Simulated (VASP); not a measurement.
# Tl (P6_3/mmc) in VASP: notebook, part 2 of 2

VASP 6.6.1.

### Step 3. Single point, PBEsol (strained)

The input, INCAR:

```
SYSTEM = Tl
PREC = Accurate
ENCUT = 520
EDIFF = 1E-7
ISMEAR = 0
SIGMA = 0.1
LREAL = .FALSE.
LASPH = .TRUE.
NELM = 60
ALGO = Normal
ISIF = 2
LWAVE = .FALSE.
LCHARG = .TRUE.
GGA = PS
LELF = .TRUE.
LVHAR = .TRUE.
NBANDS = 20
```

The input, KPOINTS:

```
regular mesh
0
G
  12 12 6
  0 0 0
```

The input, POSCAR:

```
Tl
1.0
    3.5116399300      0.0000000000      0.0000000000
   -1.7558199651      3.0411693884      0.0000000000
    0.0000000000      0.0000000000      6.1112025000
Tl
2
Direct
    0.3333333333      0.6666666667      0.2500000000
    0.6666666667      0.3333333333      0.7500000000
```

Potentials or basis: VASP PAW PBE potentials, release 64 (Tl_d).

The run is started by

```console
cat potpaw_PBE.64/Tl_d/POTCAR > POTCAR
mpirun -np 1 vasp_std > vasp.out
```

OUTCAR:

```text
SYSTEM = Tl
   PREC = Accurate
   ENCUT = 520
   EDIFF = 1E-7
   ISMEAR = 0
   LREAL = .FALSE.
   LASPH = .TRUE.
   NELM = 60
   ISIF = 2
   GGA = PS

 ion  position               nearest neighbor table
   1  0.333  0.667  0.250-   2 3.67   2 3.67   2 3.67   2 3.67   2 3.67   2 3.67
   2  0.667  0.333  0.750-   1 3.67   1 3.67   1 3.67   1 3.67   1 3.67   1 3.67

  LATTYP: Found a hexagonal cell.
 ALAT       =     3.5116399300
 C/A-ratio  =     1.7402702503

  Lattice vectors:

 A1 = (   3.5116399300,   0.0000000000,   0.0000000000)
 A2 = (  -1.7558199651,   3.0411693884,   0.0000000000)
 A3 = (   0.0000000000,   0.0000000000,   6.1112025000)

Analysis of symmetry for initial positions (statically):
=====================================================================
 Subroutine PRICEL returns:
 Original cell was already a primitive cell.

 Routine SETGRP: Setting up the symmetry group for a
 hexagonal supercell.

 Subroutine GETGRP returns: Found 24 space group operations
 (whereof 12 operations were pure point group operations)
 out of a pool of 24 trial point group operations.

[... 156 lines left out ...]

 Free energy of the ion-electron system (eV)
  ---------------------------------------------------
  ext. energy  EPLUGINS =         0.00000000
  ---------------------------------------------------
  free energy    TOTEN  =        -5.13645594 eV

  energy without entropy =       -5.13054366  energy(sigma->0) =       -5.13349980

 E-fermi :   5.1013     XC(G=0):  -9.7193

 val. band max:        5.0738026688   @ k =   0.3333  -0.0000   0.3333
 cond. band min:       5.1191170378   @ k =   0.2500   0.1667   0.0000
 fundamental gap:      0.0453143689
 Fermi energy:         5.1012762799

 k-point     1 :       0.0000    0.0000    0.0000
  band No.  band energies     occupation
      1      -6.4414      2.00000
      2      -6.3647      2.00000
      3      -6.2862      2.00000
      4      -6.2862      2.00000
      5      -6.2600      2.00000
      6      -6.2600      2.00000
[... 541 lines left out ...]
     19      13.5733      0.00000
     20      14.3640      0.00000

 [... further k-points ...]
[... 5 lines left out ...]
  --------------------------------------------------------------------------------------
  -------------------------------------------------------------------------------------
  Total       -1.1662834     -1.1662834     -1.7729667      0.0000000      0.0000000      0.0000000
  in kB      -28.6310584    -28.6310584    -43.5245117      0.0000000      0.0000000      0.0000000
  external PRESSURE =     -33.5955428 kB  Pullay stress =       0.0000000 kB

 VOLUME and BASIS-vectors are now :
 -----------------------------------------------------------------------------
  energy-cutoff  :      520.00
  volume of cell :       65.26
      direct lattice vectors                 reciprocal lattice vectors
     3.511639930  0.000000000  0.000000000     0.284767237  0.164410441  0.000000000
    -1.755819965  3.041169388  0.000000000     0.000000000  0.328820882  0.000000000
     0.000000000  0.000000000  6.111202500     0.000000000  0.000000000  0.163633917

 POSITION                                       TOTAL-FORCE (eV/Angst)
 -----------------------------------------------------------------------------------
     -0.00000      2.02745      1.52780         0.000000     -0.000000      0.000000
      1.75582      1.01372      4.58340        -0.000000      0.000000      0.000000
 -----------------------------------------------------------------------------------
    total drift:                               -0.000000      0.000000      0.000000

  FREE ENERGIE OF THE ION-ELECTRON SYSTEM (eV)
  ---------------------------------------------------
  free  energy   TOTEN  =        -5.1364559355 eV

  energy  without entropy=       -5.1305436644  energy(sigma->0) =       -5.13349980
```

stdout:

```text
POSCAR found type information on POSCAR Tl
 POSCAR found :  1 types and       2 ions
 scaLAPACK will be used
 -----------------------------------------------------------------------------
|                                                                             |
|                                                                             |
|     You enforced a specific xc type in the INCAR file but a different       |
|     I HOPE YOU KNOW WHAT YOU ARE DOING!                                     |
|                                                                             |
 -----------------------------------------------------------------------------

 LDA part: xc-table for (Slater+PW92), standard interpolation
 POSCAR, INCAR and KPOINTS ok, starting setup
 FFT: planning ... GRIDC
 FFT: planning ... GRID_SOFT
 FFT: planning ... GRID
 WAVECAR not read
 entering main loop
```

Wall time 80 s (1 thread of Intel Xeon 8259CL, shared host); peak memory 0.23 GiB.

What came out:

```
Free energy            : -5.1365 eV
Pressure               : -3.4 GPa
Band gap on the k mesh : zero (bands 13 and 14 overlap by 4.23 eV)
```

Levels at points of the mesh, in eV from the Fermi level:
```tsv
k point	band 9	band 10	band 11	band 12	band 13	band 14	band 15	band 16	band 17	band 18
(0.00, 0.00, 0.00)	-11.06	-11.06	-9.24	-5.88	-2.59	8.01	8.07	8.07	9.64	9.64
(0.50, 0.00, 0.00)	-10.98	-10.96	-5.38	-4.41	-1.17	-0.03	1.31	3.37	4.26	7.36
(0.00, 0.00, 0.50)	-11.13	-11.13	-8.15	-8.15	1.90	1.90	8.80	8.80	8.80	8.80
(0.50, 0.00, 0.50)	-10.97	-10.97	-4.67	-4.67	-1.89	-1.89	4.90	4.90	5.48	5.48
```

Caveat: the cell differs from its parent crystal (strained); the cell stands under tension; the PAW data sets were made with another functional, which shifts forces and pressure a little; spin-orbit coupling is left out, which moves the levels of the heavy elements.

### Step 4. Single point, PBEsol

This run uses another cell than the first one, of 28.71 Å³/atom.

The input, INCAR:

```
SYSTEM = Tl
ALGO = Fast ; EDIFF = 1E-7
ENCUT = 520 ; GGA = PS
ISIF = 2 ; ISMEAR = 0
ISYM = 0 ; LASPH = .TRUE.
LCHARG = .FALSE. ; LREAL = .FALSE.
LWAVE = .FALSE. ; NBANDS = 20
NELM = 80 ; PREC = Accurate
SIGMA = 0.1
```

The input, KPOINTS:

```
k-points
0
G
  10 7 11
  0 0 0
```

The input, POSCAR:

```
Tl
1.0
    3.5261229713      0.0000000000      0.0000000000
    0.0000000000      5.3329455254      0.0000000000
    1.7630614857      0.0000000000      3.0537120700
Tl
2
Direct
    0.3333333333      0.7500000000      0.3333333333
    0.6666666667      0.2500000000      0.6666666667
```

The run is started by

```console
cat potpaw_PBE.64/Tl_d/POTCAR > POTCAR
mpirun -np 1 vasp_std > vasp.out
```

Wall time 10 min (1 thread of Intel Xeon 8259CL, shared host); peak memory 0.45 GiB.

Results (log left out):

* Free energy: -5.2668 eV
* Pressure: -0.1 GPa
* Largest force: 0.015 eV/Å
* Band gap on the k mesh: zero (bands 13 and 14 overlap by 4.87 eV)

Forces in eV/Å, atoms in the order of the input:
```
Tl   0.006  0.000  0.014
Tl  -0.006  0.000 -0.014
```

Stress tensor (GPa, compression positive):
```
-0.33  0.00  0.02
 0.00  0.74  0.00
 0.02  0.00 -0.58
```

Levels at points of the mesh, in eV from the Fermi level:
| k point | band 9 | band 10 | band 11 | band 12 | band 13 | band 14 | band 15 | band 16 | band 17 | band 18 |
| --- | --- | --- | --- | --- | --- | --- | --- | --- | --- | --- |
| (0.00, 0.00, 0.00) | -10.99 | -10.99 | -10.01 | -4.54 | -2.62 | 7.30 | 7.31 | 9.53 | 9.54 | 9.90 |
| (0.50, 0.00, 0.00) | -10.99 | -10.92 | -5.99 | -4.83 | -0.39 | 0.94 | 1.41 | 3.42 | 3.93 | 7.76 |

Caveat: the PAW data sets were made with another functional, which shifts forces and pressure a little; spin-orbit coupling is left out, which moves the levels of the heavy elements.

### Step 5. Summary

| level | cell | k mesh | gap on the mesh (eV) | pressure (GPa) |
| --- | --- | --- | --- | --- |
| PBE | a = 3.283, b = 3.283, c = 5.746 Å, angles 90.0, 90.0, 120.0°, 2 atoms, atomic positions A | 15 × 15 × 8 | none | 6.4 |
| PBEsol | a = 3.512, b = 3.512, c = 6.111 Å, angles 90.0, 90.0, 120.0°, 2 atoms, atomic positions A | 12 × 12 × 6 | none | -3.4 |
| PBEsol | a = 3.526, b = 5.333 Å, angles 90.0, 60.0, 90.0°, 2 atoms, atomic positions B | 10 × 7 × 11 | none | -0.1 |

Alike in all rows: task single point; potentials or basis VASP PAW PBE potentials, release 64 (Tl_d); no spin polarisation; cutoff (eV) 520; smearing gaussian 0.1 eV.

Caveats: spin-orbit coupling is left out, which moves the levels of the heavy elements; the PAW data sets were made with another functional, which shifts forces and pressure a little (at least some runs); the cell stands under pressure (at least some runs); the cell stands under tension (at least some runs).

Absolute energies hang on the potentials; compare differences alone.

The gap in the log of VASP goes by the Fermi energy; the results here count the filled bands.